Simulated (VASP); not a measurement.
# MgB2 (P6mm) in VASP: a series of runs

The runs below take MgB2 through single point, with PBEsol.

Everything below comes from runs of VASP 6.6.1. Logs are shortened: lines on timing, memory, paths and dates and some standing lists are left out, and cuts for length are marked.

**1. The cell of the first run**

It takes space group P6mm (No. 183, hexagonal). Conventional cell: a = 3.085 Å, b = 3.085 Å, c = 3.523 Å, α = 90.00°, β = 90.00°, γ = 120.00°. Mg (site symmetry 6mm) has 12 B at 2.41 to 2.61 Å and 6 Mg at 3.08 Å within 3.2 Å. B (site symmetry 3m) has 3 B at 1.78 Å within 2.4 Å.

**2. Single point, PBEsol**

INCAR

```
SYSTEM = MgB2
ALGO = Normal
EDIFF = 1E-6
ENCUT = 600
GGA = PS
GGA_COMPAT = .False.
ISIF = 2
ISMEAR = 0
LASPH = .True.
LCHARG = .False.
LREAL = .False.
LWAVE = .False.
NBANDS = 11
NELM = 120
PREC = Accurate
SIGMA = 0.1
```

KPOINTS

```
k-points
0
Gamma
  7 7 6
  0 0 0
```

POSCAR

```
MgB2
1.0
    3.0850000000      0.0000000000      0.0000000000
   -1.5425000000      2.6716883700      0.0000000000
    0.0000000000      0.0000000000      3.5230000000
Mg B
1 2
Direct
    0.0000000000      0.0000000000      0.0400000000
    0.3333333333      0.6666666667      0.5000000000
    0.6666666667      0.3333333333      0.5000000000
```

Potentials or basis: VASP PAW PBE potentials, release 64 (Mg, B).

Started as:

```console
$ cat potpaw_PBE.64/Mg/POTCAR potpaw_PBE.64/B/POTCAR > POTCAR
$ mpirun -np 1 vasp_std > vasp.out
```

OUTCAR:

```text
SYSTEM = MgB2
   EDIFF = 1E-6
   ENCUT = 600
   GGA = PS
   ISIF = 2
   ISMEAR = 0
   LASPH = .True.
   LREAL = .False.
   NELM = 120
   PREC = Accurate

 ion  position               nearest neighbor table
   1  0.000  0.000  0.040-   2 2.41   3 2.41   3 2.41   2 2.41   3 2.41   2 2.41   3 2.61   2 2.61
                             3 2.61   2 2.61   3 2.61   2 2.61
   2  0.333  0.667  0.500-   3 1.78   3 1.78   3 1.78   1 2.41   1 2.41   1 2.41   1 2.61   1 2.61
                             1 2.61
   3  0.667  0.333  0.500-   2 1.78   2 1.78   2 1.78   1 2.41   1 2.41   1 2.41   1 2.61   1 2.61
                             1 2.61

  LATTYP: Found a hexagonal cell.
 ALAT       =     3.0850000000
 C/A-ratio  =     1.1419773096

  Lattice vectors:

 A1 = (   3.0850000000,   0.0000000000,   0.0000000000)
 A2 = (  -1.5425000000,   2.6716883700,   0.0000000000)
 A3 = (   0.0000000000,   0.0000000000,   3.5230000000)

Analysis of symmetry for initial positions (statically):
=====================================================================
 Subroutine PRICEL returns:
 Original cell was already a primitive cell.

 Routine SETGRP: Setting up the symmetry group for a
 hexagonal supercell.

 Subroutine GETGRP returns: Found 12 space group operations
 (whereof 12 operations were pure point group operations)
 out of a pool of 24 trial point group operations.

The static configuration has the point symmetry C_6v.

Analysis of symmetry for dynamics (positions and initial velocities):
=====================================================================
 Subroutine PRICEL returns:
 Original cell was already a primitive cell.

 Routine SETGRP: Setting up the symmetry group for a
 hexagonal supercell.

 Subroutine GETGRP returns: Found 12 space group operations
 (whereof 12 operations were pure point group operations)
 out of a pool of 24 trial point group operations.

The dynamic configuration has the point symmetry C_6v.

 Subroutine INISYM returns: Found 12 space group operations
 (whereof 12 operations are pure point group operations),
 and found     1 'primitive' translations

----------------------------------------------------------------------------------------

                                     Primitive cell

  volume of cell :      29.0371

  direct lattice vectors                    reciprocal lattice vectors
     3.085000000  0.000000000  0.000000000     0.324149109  0.187147575  0.000000000
    -1.542500000  2.671688370  0.000000000     0.000000000  0.374295150  0.000000000
     0.000000000  0.000000000  3.523000000     0.000000000  0.000000000  0.283848992

  length of vectors
     3.085000000  3.084999999  3.523000000     0.374295150  0.374295150  0.283848992

  position of ions in fractional coordinates (direct lattice)
     0.000000000  0.000000000  0.040000000
     0.333333333  0.666666667  0.500000000
     0.666666667  0.333333333  0.500000000

  ion indices of the primitive-cell ions
   primitive index   ion index
                 1           1
                 2           2
                 3           3

----------------------------------------------------------------------------------------

 KPOINTS: k-points

Automatic generation of k-mesh.
 Grid dimensions read from file:
 generate k-points for:    7    7    6

 Generating k-lattice:

  Cartesian coordinates                     Fractional coordinates (reciprocal lattice)
     0.046307016  0.026735368  0.000000000     0.142857143  0.000000000  0.000000000
     0.000000000  0.053470736  0.000000000     0.000000000  0.142857143  0.000000000
     0.000000000  0.000000000  0.047308165     0.000000000  0.000000000  0.166666667

  Length of vectors
     0.053470736  0.053470736  0.047308165

  Shift w.r.t. Gamma in fractional coordinates (k-lattice)
     0.000000000  0.000000000  0.000000000

 Subroutine IBZKPT returns following result:
 ===========================================

 Found     32 irreducible k-points:

 Following reciprocal coordinates:
            Coordinates               Weight
  0.000000  0.000000  0.000000      1.000000
  0.142857 -0.000000  0.000000      6.000000
  0.285714  0.000000  0.000000      6.000000
  0.428571 -0.000000  0.000000      6.000000
  0.142857  0.142857  0.000000      6.000000
  0.285714  0.142857  0.000000     12.000000
[... 16 lines left out ...]
  0.428571  0.142857  0.333333     12.000000
  0.285714  0.285714  0.333333     12.000000
 [... further k-points ...]
   k-points           NKPTS =     32   k-points in BZ     NKDIM =     32   number of bands    NBANDS=     11
   number of dos      NEDOS =    301   number of ions     NIONS =      3
   total plane-waves  NPLWV =  21952
   dimension x,y,z NGX =    28 NGY =   28 NGZ =   28
   dimension x,y,z NGXF=    56 NGYF=   56 NGZF=   56
   ions per type =               1   2
   NGX,Y,Z   is equivalent  to a cutoff of  15.09, 15.09, 13.21 a.u.
   NGXF,Y,Z  is equivalent  to a cutoff of  30.18, 30.18, 26.43 a.u.
 SYSTEM =  MgB2
   PREC   = accura    normal or accurate (medium, high low for compatibility)
   ISTART =      0    job   : 0-new  1-cont  2-samecut
   ICHARG =      2    charge: 1-file 2-atom 10-const
   ISPIN  =      1    spin polarized calculation?
   LNONCOLLINEAR =      F non collinear calculations
   LSORBIT =      F    spin-orbit coupling
   LASPH  =      T    aspherical Exc in radial PAW
   ENCUT  =  600.0 eV  44.10 Ry    6.64 a.u.   6.16  6.16  7.04*2*pi/ulx,y,z
   NELM   =    120;   NELMIN=  2; NELMDL= -5     # of ELM steps
   EDIFF  = 0.1E-05   stopping-criterion for ELM
   LREAL  =      F    real-space projection
   EDIFFG = 0.1E-04   stopping-criterion for IOM
   NSW    =      0    number of steps for IOM
   IBRION =     -1    ionic relax: 0-MD 1-quasi-New 2-CG
   NFREE  =      0    steps in history (QN), initial steepest desc. (CG)
   ISIF   =      2    stress and relaxation
   ISYM   =      2    0-nonsym 1-usesym 2-fastsym
   POTIM  = 0.5000    time-step for ionic-motion
   TEBEG  =    0.0;   TEEND  =   0.0 temperature during run
   PSTRESS=    0.0 pullay stress
   NELECT =       8.0000    total number of electrons
   NUPDOWN=      -1.0000    fix difference up-down
   EMIN   =  10.00;   EMAX   =-10.00  energy-range for DOS
   EFERMI =   0.00;   METHOD = LEGACY
   ISMEAR =     0;   SIGMA  =   0.10  broadening in eV -4-tet -1-fermi 0-gaus
   EFERMI_NEDOS =   21; number of points for ismear=-14 and -15
   IALGO  =     38    algorithm
   IMIX   =      4    mixing-type and parameters
     AMIX     =   0.40;   BMIX     =  1.00
     AMIX_MAG =   1.60;   BMIX_MAG =  1.00
  volume/ion in A,a.u.               =       9.68        65.32
  Fermi-wavevector in a.u.,A,eV,Ry     =   1.065255  2.013040 15.439462  1.134768
  Thomas-Fermi vector in A             =   2.200801
   LORBIT       =      0    0 simple, 1 ext, 2 COOP (PROOUT), +10 PAW based schemes
   GGA     = PS    functional components
   LHFCALC =     F    Hartree Fock is set to
   AEXX    =    0.0000 exact exchange contribution
   IVDW    =     0    specifies the selected vdW correction
   LEPSILON=     F    determine dielectric tensor
   LRPA    =     F    only Hartree local field effects (RPA)
 non-spin polarized calculation
 Gauss-broadening in eV      SIGMA  =   0.10
  energy-cutoff  :      600.00
  volume of cell :       29.04
 maximum number of plane-waves:       986
 NGX is ok and might be reduce to    28
   NGX = 13   NGY = 13   NGZ = 15

 number of electron       8.0000000 magnetization

 Free energy of the ion-electron system (eV)
  ---------------------------------------------------
  ext. energy  EPLUGINS =         0.00000000
  ---------------------------------------------------
  free energy    TOTEN  =       -16.15975494 eV

  energy without entropy =      -16.15458519  energy(sigma->0) =      -16.15717007

 E-fermi :   5.0339     XC(G=0): -10.9867

 val. band max:        4.9544491284   @ k =   0.2857   0.2857   0.3333
 cond. band min:       5.0494294251   @ k =   0.4286  -0.0000   0.0000
 fundamental gap:      0.0949802967
 Fermi energy:         5.0339203877

 k-point     1 :       0.0000    0.0000    0.0000
  band No.  band energies     occupation
      1      -7.2280      2.00000
      2       2.2705      2.00000
      3       5.5200      0.00000
      4       5.5200      0.00000
      5       6.8144      0.00000
      6      11.4181      0.00000
      7      11.4181      0.00000
      8      13.2695      0.00000
      9      15.1505      0.00000
     10      17.7155      0.00000
     11      21.3216      0.00000

 k-point     2 :       0.1429   -0.0000    0.0000
  band No.  band energies     occupation
      1      -6.8750      2.00000
      2       2.6150      2.00000
      3       3.9359      2.00000
      4       4.7991      1.99910
      5       7.1349      0.00000
      6      11.0871      0.00000
      7      12.8504      0.00000
      8      13.7745      0.00000
      9      14.1844      0.00000
     10      19.2027      0.00000
     11      20.0048      0.00000

 k-point     3 :       0.2857    0.0000    0.0000
  band No.  band energies     occupation
      1      -5.8285      2.00000
      2       1.0405      2.00000
      3       3.6234      2.00000
      4       3.7045      2.00000
      5       8.0442      0.00000
      6      10.2798      0.00000
      7      11.3408      0.00000
      8      14.2434      0.00000
      9      15.9565      0.00000
     10      18.7268      0.00000
     11      19.5259      0.00000
[... 267 lines left out ...]
 k-point    23 :       0.4286    0.1429    0.3333
  band No.  band energies     occupation
      1      -2.4653      2.00000
      2      -1.8166      2.00000
      3       1.9780      2.00000
      4       2.7254      2.00000
      5       4.7213      1.99999
      6      11.1720      0.00000
      7      12.3671      0.00000
      8      15.7464      0.00000
      9      17.0429      0.00000
     10      18.9286      0.00000
     11      19.5652      0.00000

 k-point    24 :       0.2857    0.2857    0.3333
  band No.  band energies     occupation
      1      -2.5338      2.00000
      2      -0.6829      2.00000
      3       0.3036      2.00000
      4       2.9382      2.00000
      5       4.9544      1.73894
      6       9.8663      0.00000
      7      15.0364      0.00000
      8      15.5284      0.00000
      9      16.2981      0.00000
     10      18.2344      0.00000
     11      19.6265      0.00000

 [... further k-points ...]

------------------------ aborting loop because EDIFF is reached ----------------------------------------

  FORCE on cell =-STRESS in cart. coord.  units (eV):
  Direction    XX          YY          ZZ          XY          YZ          ZX
  --------------------------------------------------------------------------------------
  -------------------------------------------------------------------------------------
  Total       -0.4827276     -0.4827276     -0.1526016      0.0000000      0.0000000      0.0000000
  in kB      -26.6353915    -26.6353915     -8.4200772      0.0000000      0.0000000      0.0000000
  external PRESSURE =     -20.5636201 kB  Pullay stress =       0.0000000 kB

 VOLUME and BASIS-vectors are now :
 -----------------------------------------------------------------------------
  energy-cutoff  :      600.00
  volume of cell :       29.04
      direct lattice vectors                 reciprocal lattice vectors
     3.085000000  0.000000000  0.000000000     0.324149109  0.187147575  0.000000000
    -1.542500000  2.671688370  0.000000000     0.000000000  0.374295150  0.000000000
     0.000000000  0.000000000  3.523000000     0.000000000  0.000000000  0.283848992

 POSITION                                       TOTAL-FORCE (eV/Angst)
 -----------------------------------------------------------------------------------
      0.00000      0.00000      0.14092        -0.000000     -0.000000     -0.949989
     -0.00000      1.78113      1.76150        -0.000000     -0.000000      0.474994
      1.54250      0.89056      1.76150         0.000000      0.000000      0.474994
 -----------------------------------------------------------------------------------
    total drift:                                0.000000      0.000000      0.000108

  FREE ENERGIE OF THE ION-ELECTRON SYSTEM (eV)
  ---------------------------------------------------
  free  energy   TOTEN  =       -16.1597549379 eV

  energy  without entropy=      -16.1545851929  energy(sigma->0) =      -16.15717007
```

It took 14 s on 1 thread of Intel Xeon 6975P-C, shared host; peak memory 0.16 GiB.

Results:

| Item | Value |
| --- | --- |
| Free energy | -16.1598 eV |
| Pressure | -2.1 GPa |
| Largest force | 0.950 eV/Å |
| Band gap on the k mesh | zero (band 4 reaches 6.03 eV, above the bottom of band 5 at 3.95 eV) |

Forces on the atoms (eV/Å):
```
Mg   0.000  0.000 -0.950
B    0.000  0.000  0.475
B    0.000  0.000  0.475
```

Levels at points of the mesh, in eV from the Fermi level:
| k point | band 1 | band 2 | band 3 | band 4 | band 5 | band 6 | band 7 | band 8 |
| --- | --- | --- | --- | --- | --- | --- | --- | --- |
| (0.00, 0.00, 0.00) | -12.26 | -2.76 | 0.49 | 0.49 | 1.78 | 6.38 | 6.38 | 8.24 |
| (0.00, 0.00, 0.50) | -11.00 | -7.24 | 0.86 | 0.86 | 6.71 | 6.71 | 8.08 | 10.06 |

Caveat: the PAW data sets were made with another functional, which shifts forces and pressure a little.

**3. Single point, PBEsol**

INCAR

```
SYSTEM = MgB2
PREC = Accurate ; ENCUT = 600
EDIFF = 1E-6 ; ISMEAR = 0
SIGMA = 0.1 ; LREAL = .False.
LASPH = .True. ; NELM = 120
ALGO = Normal ; ISIF = 2
LWAVE = .False. ; LCHARG = .True.
GGA = PS ; LELF = .True.
LVHAR = .True. ; NBANDS = 11
GGA_COMPAT = .False.
```

KPOINTS

```
regular mesh
0
Gamma
  7 7 6
  0 0 0
```

Changes to POSCAR since step 2:

```diff
@@ -8,3 +8,3 @@
 Direct
-    0.0000000000      0.0000000000      0.0400000000
+    0.0000000000      0.0000000000      0.0500000000
     0.3333333333      0.6666666667      0.5000000000
```

Potentials or basis: VASP PAW PBE potentials, release 64 (Mg, B).

Started as:

```console
$ cat potpaw_PBE.64/Mg/POTCAR potpaw_PBE.64/B/POTCAR > POTCAR
$ mpirun -np 1 vasp_std > vasp.out
```

Wall time 14 s (1 thread of Intel Xeon 6975P-C, shared host); peak memory 0.16 GiB.

Results (log left out):

```yaml
Free_energy: -16.1221 eV
Pressure: -1.4 GPa
Largest_force: 1.190 eV/Å
Band_gap_on_the_k_mesh: zero (band 4 reaches 6.04 eV, above the bottom of band 5 at 3.96 eV)
```

Forces on the atoms (eV/Å):
```
Mg   0.000  0.000 -1.190
B    0.000  0.000  0.595
B    0.000  0.000  0.595
```

Stress tensor (GPa, compression positive):
```
-1.94  0.00  0.00
 0.00 -1.94  0.00
 0.00  0.00 -0.24
```

Levels at points of the mesh, in eV from the Fermi level:
| k point | band 1 | band 2 | band 3 | band 4 | band 5 | band 6 | band 7 | band 8 |
| --- | --- | --- | --- | --- | --- | --- | --- | --- |
| (0.00, 0.00, 0.00) | -12.26 | -2.75 | 0.47 | 0.47 | 1.78 | 6.37 | 6.37 | 8.22 |
| (0.00, 0.00, 0.50) | -11.01 | -7.22 | 0.84 | 0.84 | 6.69 | 6.69 | 8.06 | 10.07 |

Caveat: the PAW data sets were made with another functional, which shifts forces and pressure a little.
